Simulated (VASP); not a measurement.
# SrCl2 (Fm-3m) in VASP: single point with HSE06

Aim: the single point of SrCl2 with HSE06.

Program: VASP 6.6.1. These are calculated values, not measurements. Logs are shortened: lines on timing, memory, paths and dates and some standing lists are left out, and cuts for length are marked.

**1. The cell of the first run**

It takes space group Fm-3m (No. 225, cubic). Conventional cell: a = 6.908 Å, b = 6.908 Å, c = 6.908 Å, α = 90.00°, β = 90.00°, γ = 90.00°. Sr (site symmetry m-3m) has 8 Cl at 2.99 Å within 3.9 Å. Within 3.9 Å of Cl (site symmetry -43m) lie 4 Sr at 2.99 Å and 6 Cl at 3.45 Å.

**2. Single point, HSE06**

File POSCAR:

```
SrCl2
1.0
    0.0000000000      3.4540540000      3.4540540000
    3.4540540000      0.0000000000      3.4540540000
    3.4540540000      3.4540540000      0.0000000000
Sr Cl
1 2
Direct
    0.0000000000      0.0000000000      0.0000000000
    0.2500000000      0.2500000000      0.2500000000
    0.7500000000      0.7500000000      0.7500000000
```

File INCAR.step1:

```
PREC = Accurate
ENCUT = 520
EDIFF = 1E-5
ISMEAR = -1
SIGMA = 0.05
LREAL = False
LASPH = True
NELM = 60
ALGO = Normal
ISIF = 2
LWAVE = True
LCHARG = False
GGA = PE
NBANDS = 19
KPAR = 2
```

File INCAR.step2:

```
PREC = Accurate
ENCUT = 520
EDIFF = 1E-7
ISMEAR = -1
SIGMA = 0.05
LREAL = False
LASPH = True
NELM = 60
ALGO = Normal
ISIF = 2
LWAVE = False
LCHARG = False
GGA = PE
LHFCALC = True
HFSCREEN = 0.2079
PRECFOCK = Normal
ISTART = 1
NBANDS = 19
KPAR = 2
```

File KPOINTS:

```
regular mesh
0
Gamma
  6 6 6
```

Potentials or basis: VASP PAW PBE potentials, release 64 (Sr_sv, Cl).

Command:

```bash
$ cat potpaw_PBE.64/Sr_sv/POTCAR potpaw_PBE.64/Cl/POTCAR > POTCAR
$ cp INCAR.step1 INCAR
$ mpirun -np 2 vasp_std > vasp.out
$ cp INCAR.step2 INCAR
$ mpirun -np 2 vasp_std > vasp.out
```

OUTCAR:

```text
PREC = Accurate
   ENCUT = 520
   EDIFF = 1E-7
   ISMEAR = -1
   LREAL = False
   LASPH = True
   NELM = 60
   ISIF = 2
   GGA = PE
   LHFCALC = True
   HFSCREEN = 0.2079
   PRECFOCK = Normal
   ISTART = 1

 ion  position               nearest neighbor table
   1  0.000  0.000  0.000-   3 2.99   3 2.99   3 2.99   2 2.99   3 2.99   2 2.99   2 2.99   2 2.99

   2  0.250  0.250  0.250-   1 2.99   1 2.99   1 2.99   1 2.99
   3  0.750  0.750  0.750-   1 2.99   1 2.99   1 2.99   1 2.99

  LATTYP: Found a face centered cubic cell.
 ALAT       =     6.9081080000

  Lattice vectors:

 A1 = (   0.0000000000,   3.4540540000,   3.4540540000)
 A2 = (   3.4540540000,   0.0000000000,   3.4540540000)
 A3 = (   3.4540540000,   3.4540540000,   0.0000000000)

Analysis of symmetry for initial positions (statically):
=====================================================================
 Subroutine PRICEL returns:
 Original cell was already a primitive cell.

 Routine SETGRP: Setting up the symmetry group for a
 face centered cubic supercell.

 Subroutine GETGRP returns: Found 48 space group operations
 (whereof 48 operations were pure point group operations)
 out of a pool of 48 trial point group operations.

The static configuration has the point symmetry O_h .

Analysis of symmetry for dynamics (positions and initial velocities):
=====================================================================
 Subroutine PRICEL returns:
 Original cell was already a primitive cell.

 Routine SETGRP: Setting up the symmetry group for a
 face centered cubic supercell.

 Subroutine GETGRP returns: Found 48 space group operations
 (whereof 48 operations were pure point group operations)
 out of a pool of 48 trial point group operations.

The dynamic configuration has the point symmetry O_h .

 Subroutine INISYM returns: Found 48 space group operations
 (whereof 48 operations are pure point group operations),
 and found     1 'primitive' translations

----------------------------------------------------------------------------------------

                                     Primitive cell

  volume of cell :      82.4171

  direct lattice vectors                    reciprocal lattice vectors
     0.000000000  3.454054000  3.454054000    -0.144757436  0.144757436  0.144757436
     3.454054000  0.000000000  3.454054000     0.144757436 -0.144757436  0.144757436
     3.454054000  3.454054000  0.000000000     0.144757436  0.144757436 -0.144757436

  length of vectors
     4.884770012  4.884770012  4.884770012     0.250727234  0.250727234  0.250727234

  position of ions in fractional coordinates (direct lattice)
     0.000000000  0.000000000  0.000000000
     0.250000000  0.250000000  0.250000000
     0.750000000  0.750000000  0.750000000

  ion indices of the primitive-cell ions
   primitive index   ion index
                 1           1
                 2           2
                 3           3

----------------------------------------------------------------------------------------

 KPOINTS: regular mesh

Automatic generation of k-mesh.
 Grid dimensions read from file:
 generate k-points for:    6    6    6

 Generating k-lattice:

  Cartesian coordinates                     Fractional coordinates (reciprocal lattice)
    -0.024126239  0.024126239  0.024126239     0.166666667  0.000000000  0.000000000
     0.024126239 -0.024126239  0.024126239     0.000000000  0.166666667  0.000000000
     0.024126239  0.024126239 -0.024126239     0.000000000  0.000000000  0.166666667

  Length of vectors
     0.041787872  0.041787872  0.041787872

  Shift w.r.t. Gamma in fractional coordinates (k-lattice)
     0.000000000  0.000000000  0.000000000

 Subroutine IBZKPT returns following result:
 ===========================================

 Found     16 irreducible k-points:

 Following reciprocal coordinates:
            Coordinates               Weight
  0.000000  0.000000  0.000000      1.000000
  0.166667  0.000000  0.000000      8.000000
  0.333333  0.000000  0.000000      8.000000
  0.500000  0.000000  0.000000      4.000000
  0.166667  0.166667  0.000000      6.000000
  0.333333  0.166667  0.000000     24.000000
[... 8 lines left out ...]
 -0.333333  0.333333  0.166667     24.000000
 -0.333333  0.500000  0.166667     12.000000
   k-points           NKPTS =     16   k-points in BZ     NKDIM =    216   number of bands    NBANDS=     19
   number of dos      NEDOS =    301   number of ions     NIONS =      3
   total plane-waves  NPLWV =  46656
   dimension x,y,z NGX =    36 NGY =   36 NGZ =   36
   dimension x,y,z NGXF=    72 NGYF=   72 NGZF=   72
   ions per type =               1   2
   NGX,Y,Z   is equivalent  to a cutoff of  12.25, 12.25, 12.25 a.u.
   NGXF,Y,Z  is equivalent  to a cutoff of  24.50, 24.50, 24.50 a.u.
 SYSTEM =  unknown system
   PREC   = accura    normal or accurate (medium, high low for compatibility)
   ISTART =      1    job   : 0-new  1-cont  2-samecut
   ICHARG =      0    charge: 1-file 2-atom 10-const
   ISPIN  =      1    spin polarized calculation?
   LNONCOLLINEAR =      F non collinear calculations
   LSORBIT =      F    spin-orbit coupling
   LASPH  =      T    aspherical Exc in radial PAW
   ENCUT  =  520.0 eV  38.22 Ry    6.18 a.u.   9.08  9.08  9.08*2*pi/ulx,y,z
   NELM   =     60;   NELMIN=  2; NELMDL=  0     # of ELM steps
   EDIFF  = 0.1E-06   stopping-criterion for ELM
   LREAL  =      F    real-space projection
   EDIFFG = 0.1E-05   stopping-criterion for IOM
   NSW    =      0    number of steps for IOM
   IBRION =     -1    ionic relax: 0-MD 1-quasi-New 2-CG
   NFREE  =      0    steps in history (QN), initial steepest desc. (CG)
   ISIF   =      2    stress and relaxation
   ISYM   =      3    0-nonsym 1-usesym 2-fastsym
   POTIM  = 0.5000    time-step for ionic-motion
   TEBEG  =    0.0;   TEEND  =   0.0 temperature during run
   PSTRESS=    0.0 pullay stress
   NELECT =      24.0000    total number of electrons
   NUPDOWN=      -1.0000    fix difference up-down
   EMIN   =  10.00;   EMAX   =-10.00  energy-range for DOS
   EFERMI =   0.00;   METHOD = LEGACY
   ISMEAR =    -1;   SIGMA  =   0.05  broadening in eV -4-tet -1-fermi 0-gaus
   EFERMI_NEDOS =   21; number of points for ismear=-14 and -15
   IALGO  =     38    algorithm
   IMIX   =      1    mixing-type and parameters
     AMIX     =   0.40;   BMIX     =  1.00
     AMIX_MAG =   1.60;   BMIX_MAG =  1.00
  volume/ion in A,a.u.               =      27.47       185.39
  Fermi-wavevector in a.u.,A,eV,Ry     =   1.085108  2.050556 16.020294  1.177458
  Thomas-Fermi vector in A             =   2.221213
   LORBIT       =      0    0 simple, 1 ext, 2 COOP (PROOUT), +10 PAW based schemes
   GGA     = PE    functional components
   LHFCALC =     T    Hartree Fock is set to
   PRECFOCK=normal    Normal, Fast or Accurate (Low or Medium for compatibility)
   ENCUT4O =  -1.0   cutoff for four orbital integrals eV
   NKREDX  =     1    reduce k-point grid by
   NKREDY  =     1    reduce k-point grid by
   NKREDZ  =     1    reduce k-point grid by
   AEXX    =    0.2500 exact exchange contribution
   HFSCREEN=    0.2079 screening length (either q_TF or 0.3 A-1)
   HFSCREENC=   0.2079 screening length for correlation (either q_TF or 0.3 A-1)
   ENCUTFOCK=  -1.0 apply spherical cutoff to Coloumb kernel
   IVDW    =     0    specifies the selected vdW correction
   LEPSILON=     F    determine dielectric tensor
   LRPA    =     F    only Hartree local field effects (RPA)
 non-spin polarized calculation
  energy-cutoff  :      520.00
  volume of cell :       82.42
 maximum number of plane-waves:      2252
  NGX = 28; NGY = 28; NGZ = 28

 number of electron      24.0000002 magnetization

 Free energy of the ion-electron system (eV)
  ---------------------------------------------------
  ext. energy  EPLUGINS =         0.00000000
  ---------------------------------------------------
  free energy    TOTEN  =       -14.79275695 eV

  energy without entropy =      -14.79275695  energy(sigma->0) =      -14.79275695

 E-fermi :   0.5395     XC(G=0):  -7.0073

 val. band max:       -0.5722294603   @ k =   0.5000   0.5000   0.0000
 cond. band min:       6.1624219251   @ k =   0.0000   0.0000   0.0000
 fundamental gap:      6.7346513854
 Fermi energy:         0.5395053111

 k-point     1 :       0.0000    0.0000    0.0000
  band No.  band energies     occupation
      1     -35.4324      2.00000
      2     -16.1651      2.00000
      3     -16.1651      2.00000
      4     -16.1651      2.00000
      5     -15.2276      2.00000
      6     -14.2366      2.00000
[... 11 lines left out ...]
     18       9.8585      0.00000
     19      10.6404      0.00000

 k-point     2 :       0.1667    0.0000    0.0000
  band No.  band energies     occupation
      1     -35.4312      2.00000
      2     -16.3405      2.00000
      3     -16.1701      2.00000
      4     -16.1701      2.00000
      5     -14.9849      2.00000
      6     -14.2994      2.00000
[... 11 lines left out ...]
     18       9.7743      0.00000
     19      10.9777      0.00000

 k-point     3 :       0.3333    0.0000    0.0000
  band No.  band energies     occupation
      1     -35.4290      2.00000
      2     -16.5597      2.00000
      3     -16.1800      2.00000
      4     -16.1800      2.00000
      5     -14.7547      2.00000
      6     -14.2887      2.00000
[... 11 lines left out ...]
     18       9.7311      0.00000
     19      10.1903      0.00000

 k-point     4 :       0.5000    0.0000    0.0000
  band No.  band energies     occupation
      1     -35.4278      2.00000
      2     -16.6396      2.00000
      3     -16.1850      2.00000
      4     -16.1850      2.00000
      5     -14.7664      2.00000
      6     -14.1799      2.00000
[... 11 lines left out ...]
     18       9.8201      0.00000
     19       9.9262      0.00000

 k-point     5 :       0.1667    0.1667    0.0000
  band No.  band energies     occupation
      1     -35.4308      2.00000
      2     -16.3819      2.00000
      3     -16.1769      2.00000
      4     -16.1769      2.00000
      5     -14.8984      2.00000
      6     -14.3310      2.00000
[... 11 lines left out ...]
     18       9.6595      0.00000
     19      10.2396      0.00000

 k-point     6 :       0.3333    0.1667    0.0000
  band No.  band energies     occupation
      1     -35.4290      2.00000
      2     -16.5399      2.00000
      3     -16.2169      2.00000
      4     -16.1878      2.00000
      5     -14.6293      2.00000
      6     -14.3867      2.00000
[... 11 lines left out ...]
     18       9.7029      0.00000
     19      10.5289      0.00000

 k-point     7 :       0.5000    0.1667    0.0000
  band No.  band energies     occupation
      1     -35.4275      2.00000
      2     -16.6046      2.00000
      3     -16.2903      2.00000
      4     -16.1919      2.00000
      5     -14.6148      2.00000
      6     -14.2463      2.00000
[... 11 lines left out ...]
     18       9.9547      0.00000
     19      10.2246      0.00000

 k-point     8 :      -0.3333    0.1667    0.0000
  band No.  band energies     occupation
      1     -35.4278      2.00000
      2     -16.5705      2.00000
      3     -16.3019      2.00000
      4     -16.1850      2.00000
      5     -14.6001      2.00000
      6     -14.2946      2.00000
[... 80 lines left out ...]
 k-point    12 :      -0.3333    0.3333    0.0000
  band No.  band energies     occupation
      1     -35.4267      2.00000
      2     -16.5354      2.00000
      3     -16.4538      2.00000
      4     -16.1978      2.00000
      5     -14.4428      2.00000
      6     -14.3038      2.00000
[... 11 lines left out ...]
     18      10.1764      0.00000
     19      11.2027      0.00000

 k-point    13 :       0.5000    0.5000    0.0000
  band No.  band energies     occupation
      1     -35.4263      2.00000
      2     -16.7419      2.00000
      3     -16.2124      2.00000
      4     -16.2123      2.00000
      5     -14.5934      2.00000
      6     -14.1653      2.00000
[... 11 lines left out ...]
     18       9.6197      0.00000
     19      11.1710      0.00000

 k-point    14 :       0.5000    0.3333    0.1667
  band No.  band energies     occupation
      1     -35.4275      2.00000
      2     -16.5860      2.00000
      3     -16.3229      2.00000
      4     -16.1965      2.00000
      5     -14.4303      2.00000
      6     -14.4094      2.00000
[... 11 lines left out ...]
     18       9.8443      0.00000
     19      10.9241      0.00000

 k-point    15 :      -0.3333    0.3333    0.1667
  band No.  band energies     occupation
      1     -35.4267      2.00000
      2     -16.5449      2.00000
      3     -16.4394      2.00000
      4     -16.2031      2.00000
      5     -14.4411      2.00000
      6     -14.3052      2.00000
[... 11 lines left out ...]
     18      10.3095      0.00000
     19      10.9279      0.00000

 k-point    16 :      -0.3333    0.5000    0.1667
  band No.  band energies     occupation
      1     -35.4263      2.00000
      2     -16.6303      2.00000
      3     -16.3709      2.00000
      4     -16.2128      2.00000
      5     -14.4601      2.00000
      6     -14.2514      2.00000
[... 11 lines left out ...]
     18      10.7546      0.00000
     19      11.1041      0.00000

------------------------ aborting loop because EDIFF is reached ----------------------------------------

  FORCE on cell =-STRESS in cart. coord.  units (eV):
  Direction    XX          YY          ZZ          XY          YZ          ZX
  --------------------------------------------------------------------------------------
  -------------------------------------------------------------------------------------
  Total        0.9082415      0.9082415      0.9082415      0.0000000     -0.0000000      0.0000000
  in kB       17.6560912     17.6560912     17.6560912      0.0000000     -0.0000000      0.0000000
  external PRESSURE =      17.6560912 kB  Pullay stress =       0.0000000 kB

 VOLUME and BASIS-vectors are now :
 -----------------------------------------------------------------------------
  energy-cutoff  :      520.00
  volume of cell :       82.42
      direct lattice vectors                 reciprocal lattice vectors
     0.000000000  3.454054000  3.454054000    -0.144757436  0.144757436  0.144757436
     3.454054000  0.000000000  3.454054000     0.144757436 -0.144757436  0.144757436
     3.454054000  3.454054000  0.000000000     0.144757436  0.144757436 -0.144757436

 POSITION                                       TOTAL-FORCE (eV/Angst)
 -----------------------------------------------------------------------------------
      0.00000      0.00000      0.00000        -0.000000     -0.000000     -0.000000
      1.72703      1.72703      1.72703        -0.000000     -0.000000     -0.000000
      5.18108      5.18108      5.18108         0.000000      0.000000      0.000000
 -----------------------------------------------------------------------------------
    total drift:                               -0.000000      0.000000     -0.000000

  FREE ENERGIE OF THE ION-ELECTRON SYSTEM (eV)
  ---------------------------------------------------
  free  energy   TOTEN  =       -14.7927569513 eV

  energy  without entropy=      -14.7927569513  energy(sigma->0) =      -14.79275695
```

Wall time 44 min (2 MPI ranks of Intel Xeon Platinum 8488C (Sapphire Rapids), shared host); peak memory 0.35 GiB.

Results:

| Item | Value |
| --- | --- |
| Free energy | -14.7928 eV |
| Pressure | 1.8 GPa |
| Band gap on the k mesh | 6.73 eV (least direct gap 6.80 eV) |

Caveat: the PAW data sets were made with another functional, which shifts forces and pressure a little.
